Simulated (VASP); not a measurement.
# LiCl (Fm-3m) in VASP: further runs

Runs on LiCl. Level: PBE. Tasks: density of states, vibrations by perturbation theory.

Everything below comes from runs of VASP 6.6.1. Logs are shortened: lines on timing, memory, paths and dates and some standing lists are left out, and cuts for length are marked.

## (1) The cell of the first run

It takes space group Fm-3m (No. 225, cubic). Conventional cell: a = 5.151 Å, b = 5.151 Å, c = 5.151 Å, α = 90.00°, β = 90.00°, γ = 90.00°. Li (site symmetry m-3m) has 6 Cl at 2.58 Å within 3.4 Å. Within 3.4 Å of Cl (site symmetry m-3m) lie 6 Li at 2.58 Å.

## (2) Density of states, PBE

File POSCAR:

```
LiCl
1.0
    0.0000000000      2.5754113221      2.5754113221
    2.5754113221      0.0000000000      2.5754113221
    2.5754113221      2.5754113221      0.0000000000
Li Cl
1 1
Direct
    0.5000000000      0.5000000000      0.5000000000
    0.0000000000      0.0000000000      0.0000000000
```

File INCAR.step1:

```
PREC = Accurate
ENCUT = 520
EDIFF = 1E-6
ISMEAR = 0
SIGMA = 0.02
LREAL = False
LASPH = True
NELM = 100
ALGO = Normal
ISIF = 2
LWAVE = False
LCHARG = True
GGA = PE
NBANDS = 12
```

File KPOINTS.step1:

```
Automatic mesh
0
Gamma
  8 8 8
```

File INCAR.step2:

```
PREC = Accurate
ENCUT = 520
EDIFF = 1E-6
ISMEAR = -5
SIGMA = 0.02
LREAL = False
LASPH = True
NELM = 100
ALGO = Normal
ISIF = 2
LWAVE = False
LCHARG = False
GGA = PE
LORBIT = 11
NEDOS = 1001
ICHARG = 11
```

File KPOINTS.step2:

```
Automatic mesh
0
Gamma
  12 12 12
```

Potentials or basis: VASP PAW PBE potentials, release 64 (Li_sv, Cl).

Started as:

```
$ cat potpaw_PBE.64/Li_sv/POTCAR potpaw_PBE.64/Cl/POTCAR > POTCAR
$ cp INCAR.step1 INCAR
$ cp KPOINTS.step1 KPOINTS
$ mpirun -np 1 vasp_std > vasp.out
$ cp INCAR.step2 INCAR
$ cp KPOINTS.step2 KPOINTS
$ mpirun -np 1 vasp_std > vasp.out
```

OUTCAR:

```text
PREC = Accurate
   ENCUT = 520
   EDIFF = 1E-6
   ISMEAR = -5
   LREAL = False
   LASPH = True
   NELM = 100
   ISIF = 2
   GGA = PE
   LORBIT = 11
   ICHARG = 11

 ion  position               nearest neighbor table
   1  0.500  0.500  0.500-   2 2.58   2 2.58   2 2.58   2 2.58   2 2.58   2 2.58
   2  0.000  0.000  0.000-   1 2.58   1 2.58   1 2.58   1 2.58   1 2.58   1 2.58

  LATTYP: Found a face centered cubic cell.
 ALAT       =     5.1508226442

  Lattice vectors:

 A1 = (   0.0000000000,   2.5754113221,   2.5754113221)
 A2 = (   2.5754113221,   0.0000000000,   2.5754113221)
 A3 = (   2.5754113221,   2.5754113221,   0.0000000000)

Analysis of symmetry for initial positions (statically):
=====================================================================
 Subroutine PRICEL returns:
 Original cell was already a primitive cell.

 Routine SETGRP: Setting up the symmetry group for a
 face centered cubic supercell.

 Subroutine GETGRP returns: Found 48 space group operations
 (whereof 48 operations were pure point group operations)
 out of a pool of 48 trial point group operations.

The static configuration has the point symmetry O_h .

Analysis of symmetry for dynamics (positions and initial velocities):
=====================================================================
 Subroutine PRICEL returns:
 Original cell was already a primitive cell.

 Routine SETGRP: Setting up the symmetry group for a
 face centered cubic supercell.

 Subroutine GETGRP returns: Found 48 space group operations
 (whereof 48 operations were pure point group operations)
 out of a pool of 48 trial point group operations.

The dynamic configuration has the point symmetry O_h .

 Subroutine INISYM returns: Found 48 space group operations
 (whereof 48 operations are pure point group operations),
 and found     1 'primitive' translations

----------------------------------------------------------------------------------------

                                     Primitive cell

  volume of cell :      34.1641

  direct lattice vectors                    reciprocal lattice vectors
     0.000000000  2.575411322  2.575411322    -0.194143745  0.194143745  0.194143745
     2.575411322  0.000000000  2.575411322     0.194143745 -0.194143745  0.194143745
     2.575411322  2.575411322  0.000000000     0.194143745  0.194143745 -0.194143745
[... 90 lines left out ...]
   IBRION =     -1    ionic relax: 0-MD 1-quasi-New 2-CG
   NFREE  =      0    steps in history (QN), initial steepest desc. (CG)
   ISIF   =      2    stress and relaxation
   ISYM   =      2    0-nonsym 1-usesym 2-fastsym
   POTIM  = 0.5000    time-step for ionic-motion
   TEBEG  =    0.0;   TEEND  =   0.0 temperature during run
   PSTRESS=    0.0 pullay stress
   NELECT =      10.0000    total number of electrons
   NUPDOWN=      -1.0000    fix difference up-down
   EMIN   =  10.00;   EMAX   =-10.00  energy-range for DOS
   EFERMI =   0.00;   METHOD = LEGACY
   ISMEAR =    -5;   SIGMA  =   0.02  broadening in eV -4-tet -1-fermi 0-gaus
   EFERMI_NEDOS =   21; number of points for ismear=-14 and -15
   IALGO  =     38    algorithm
   IMIX   =      4    mixing-type and parameters
     AMIX     =   0.40;   BMIX     =  1.00
     AMIX_MAG =   1.60;   BMIX_MAG =  1.00
  volume/ion in A,a.u.               =      17.08       115.28
  Fermi-wavevector in a.u.,A,eV,Ry     =   1.086972  2.054079 16.075385  1.181507
  Thomas-Fermi vector in A             =   2.223121
   LORBIT       =     11    0 simple, 1 ext, 2 COOP (PROOUT), +10 PAW based schemes
   GGA     = PE    functional components
   LHFCALC =     F    Hartree Fock is set to
   AEXX    =    0.0000 exact exchange contribution
   IVDW    =     0    specifies the selected vdW correction
   LEPSILON=     F    determine dielectric tensor
   LRPA    =     F    only Hartree local field effects (RPA)
 non-spin polarized calculation
 Fermi weights with tetrahedron method with Bloechl corrections
  energy-cutoff  :      520.00
  volume of cell :       34.16
 maximum number of plane-waves:       941

 number of electron      10.0000009 magnetization

 Free energy of the ion-electron system (eV)
  ---------------------------------------------------
  ext. energy  EPLUGINS =         0.00000000
  ---------------------------------------------------
  free energy    TOTEN  =        -7.38622086 eV

  energy without entropy =       -7.38622086  energy(sigma->0) =       -7.38622086

 E-fermi :   0.4960     XC(G=0):  -8.6773

 val. band max:        0.4899113045   @ k =  -0.0833   0.0833   0.0000
 cond. band min:       6.7563252580   @ k =   0.0000   0.0000   0.0000
 fundamental gap:      6.2664139535
 Fermi energy:         0.4960303851

 k-point     1 :       0.0000    0.0000    0.0000
  band No.  band energies     occupation
      1     -43.0579      2.00000
      2     -12.8663      2.00000
      3       0.4871      2.00000
      4       0.4871      2.00000
      5       0.4871      2.00000
      6       6.7563      0.00000
      7      12.4147      0.00000
      8      12.4147      0.00000
      9      12.4147      0.00000
[... 265 lines left out ...]
 k-point    24 :      -0.4167    0.1667    0.0000
  band No.  band energies     occupation
      1     -43.0551      2.00000
      2     -12.2479      2.00000
      3      -2.0890      2.00000
      4      -0.5021      2.00000
      5       0.0951      2.00000
      6       8.1476      0.00000
      7       9.9907      0.00000
      8      10.5296      0.00000
      9      12.5471      0.00000

 [... further k-points ...]
[... 5 lines left out ...]
  --------------------------------------------------------------------------------------
  -------------------------------------------------------------------------------------
  Total       -0.0250971     -0.0250971     -0.0250971      0.0000000      0.0000000      0.0000000
  in kB       -1.1769663     -1.1769663     -1.1769663      0.0000000      0.0000000      0.0000000
  external PRESSURE =      -1.1769663 kB  Pullay stress =       0.0000000 kB

 VOLUME and BASIS-vectors are now :
 -----------------------------------------------------------------------------
  energy-cutoff  :      520.00
  volume of cell :       34.16
      direct lattice vectors                 reciprocal lattice vectors
     0.000000000  2.575411322  2.575411322    -0.194143745  0.194143745  0.194143745
     2.575411322  0.000000000  2.575411322     0.194143745 -0.194143745  0.194143745
     2.575411322  2.575411322  0.000000000     0.194143745  0.194143745 -0.194143745

 POSITION                                       TOTAL-FORCE (eV/Angst)
 -----------------------------------------------------------------------------------
      2.57541      2.57541      2.57541        -0.000000     -0.000000     -0.000000
      0.00000      0.00000      0.00000         0.000000      0.000000      0.000000
 -----------------------------------------------------------------------------------
    total drift:                                0.000000      0.000000      0.000000

  FREE ENERGIE OF THE ION-ELECTRON SYSTEM (eV)
  ---------------------------------------------------
  free  energy   TOTEN  =        -7.3862208566 eV

  energy  without entropy=       -7.3862208566  energy(sigma->0) =       -7.38622086

 total charge

# of ion       s       p       d       tot
------------------------------------------
    1        2.006   0.033   0.000   2.038
    2        1.589   3.590   0.000   5.179
--------------------------------------------------
tot          3.595   3.623   0.000   7.218
```

OUTCAR.step1:

```text
PREC = Accurate
   ENCUT = 520
   EDIFF = 1E-6
   ISMEAR = 0
   LREAL = False
[... 582 lines left out ...]
      2.57541      2.57541      2.57541        -0.000000     -0.000000     -0.000000
      0.00000      0.00000      0.00000         0.000000      0.000000      0.000000
 -----------------------------------------------------------------------------------
    total drift:                                0.000000      0.000000      0.000000

  FREE ENERGIE OF THE ION-ELECTRON SYSTEM (eV)
  ---------------------------------------------------
  free  energy   TOTEN  =        -7.3862310529 eV

  energy  without entropy=       -7.3862310529  energy(sigma->0) =       -7.38623105
```

Wall time 20 s (1 thread of Intel Xeon 6975P-C (Granite Rapids), shared host); peak memory 0.15 GiB.

Results:

```yaml
Valence_electrons_inside_the_program's_atomic_spheres: Li 2.04; Cl 5.18
```

Caveat: the cutoff is under 1.25 times the usual one of these potentials, so pressure, stress and relaxed cells hold a basis-set (Pulay) error.

## (3) Vibrations by perturbation theory, PBE

File INCAR:

```
PREC = Accurate
ENCUT = 520
EDIFF = 1E-8
ISMEAR = 0
SIGMA = 0.01
LREAL = F
LASPH = T
NELM = 80
ALGO = Normal
ISIF = 2
LWAVE = F
LCHARG = F
GGA = PE
IBRION = 8
NSW = 1
LEPSILON = T
```

File KPOINTS:

```
Automatic mesh
0
Gamma
  8 8 8
```

POSCAR is that of step 2.

Potentials or basis: VASP PAW PBE potentials, release 64 (Li_sv, Cl).

Started as:

```
$ cat potpaw_PBE.64/Li_sv/POTCAR potpaw_PBE.64/Cl/POTCAR > POTCAR
$ mpirun -np 1 vasp_std > vasp.out
```

OUTCAR:

```text
PREC = Accurate
   ENCUT = 520
   EDIFF = 1E-8
   ISMEAR = 0
   LREAL = F
   LASPH = T
   NELM = 80
   ISIF = 2
   GGA = PE
   IBRION = 8
   NSW = 1
   LEPSILON = T

 ion  position               nearest neighbor table
   1  0.500  0.500  0.500-   2 2.58   2 2.58   2 2.58   2 2.58   2 2.58   2 2.58
   2  0.000  0.000  0.000-   1 2.58   1 2.58   1 2.58   1 2.58   1 2.58   1 2.58

  LATTYP: Found a face centered cubic cell.
[... 617 lines left out ...]
      0.000000  0.000000  0.000000     0.000000   -0.409601    0.000000
[... 21 lines left out ...]
   6 f/i=    0.018049 THz     0.113408 2PiTHz    0.602065 cm-1     0.074646 meV
             X         Y         Z           dx          dy          dz
      2.575411  2.575411  2.575411     0.000000    0.000000   -0.409601
      0.000000  0.000000  0.000000     0.000000    0.000000   -0.912265

--------------------------------------------------------------------------------------------------------

 MACROSCOPIC STATIC DIELECTRIC TENSOR IONIC CONTRIBUTION
 ------------------------------------------------------
          12.423420     0.000000     0.000000
           0.000000    12.423420     0.000000
           0.000000     0.000000    12.423420
 ------------------------------------------------------

 ELASTIC MODULI CONTR FROM IONIC RELAXATION (kBar)
 Direction    XX          YY          ZZ          XY          YZ          ZX
 --------------------------------------------------------------------------------
 XX           0.0000      0.0000      0.0000      0.0000      0.0000      0.0000
 YY           0.0000      0.0000      0.0000      0.0000      0.0000      0.0000
 ZZ           0.0000      0.0000      0.0000      0.0000      0.0000      0.0000
 XY           0.0000      0.0000      0.0000      0.0000      0.0000      0.0000
 YZ           0.0000      0.0000      0.0000      0.0000      0.0000      0.0000
 ZX           0.0000      0.0000      0.0000      0.0000      0.0000      0.0000
 --------------------------------------------------------------------------------

 PIEZOELECTRIC TENSOR IONIC CONTR  for field in x, y, z        (C/m^2)
          XX          YY          ZZ          XY          YZ          ZX
  --------------------------------------------------------------------------------
  x     0.00000     0.00000     0.00000     0.00000     0.00000     0.00000
  y     0.00000     0.00000     0.00000     0.00000     0.00000     0.00000
  z     0.00000     0.00000     0.00000     0.00000     0.00000     0.00000
```

OSZICAR:

```text
N       E                     dE             d eps       ncg     rms          rms(c)
DAV:   1     0.334112123684E+02    0.33411E+02   -0.49502E+03   522   0.105E+03
DAV:   2    -0.471968587396E+01   -0.38131E+02   -0.36954E+02   710   0.163E+02
DAV:   3    -0.734262264747E+01   -0.26229E+01   -0.26191E+01   736   0.432E+01
DAV:   4    -0.745119432045E+01   -0.10857E+00   -0.10844E+00   788   0.728E+00
DAV:   5    -0.745212445817E+01   -0.93014E-03   -0.93012E-03   667   0.777E-01    0.237E+00
[... 236 lines left out ...]
RMM:  12    -0.190108236011E+00    0.20451E-06   -0.45134E-08  2455   0.790E-05    0.124E-05
RMM:  13    -0.190108329381E+00   -0.93370E-07   -0.11360E-07  2478   0.336E-05    0.706E-06
RMM:  14    -0.190108336376E+00   -0.69955E-08    0.42923E-07  2544   0.135E-05    0.888E-06
RMM:  15    -0.190108320930E+00    0.15446E-07    0.11149E-07  2323   0.546E-06    0.346E-06
RMM:  16    -0.190108318596E+00    0.23349E-08    0.79211E-08  1865   0.275E-06    0.197E-06
 Linear response finished
```

Wall time 3.3 min (1 thread of AMD EPYC 9R45 (Zen 5), shared host); peak memory 0.17 GiB.

Results:

| Quantity | Value |
| --- | --- |
| Electronic dielectric tensor (diagonal) | 2.95 |
| Born charges (mean of the diagonal) | Li +1.19; Cl -1.19 e |
| Highest phonon frequency at Γ, LO-TO splitting left out | 167 cm⁻¹ |

Phonon frequencies in cm⁻¹ (negative: imaginary):
| q point | frequencies |
| --- | --- |
| (0.000, 0.000, 0.000) | -1 -1 -1 167 167 167 |

Electronic dielectric tensor:
```
2.95 0.00 0.00
0.00 2.95 0.00
0.00 0.00 2.95
```

Born effective charge tensors (e):
atom 1, Li
```
1.19 0.00 0.00
0.00 1.19 0.00
0.00 0.00 1.19
```
atom 2, Cl
```
-1.19  0.00  0.00
 0.00 -1.19  0.00
 0.00  0.00 -1.19
```

Caveat: the cutoff is under 1.25 times the usual one of these potentials, so pressure, stress and relaxed cells hold a basis-set (Pulay) error.
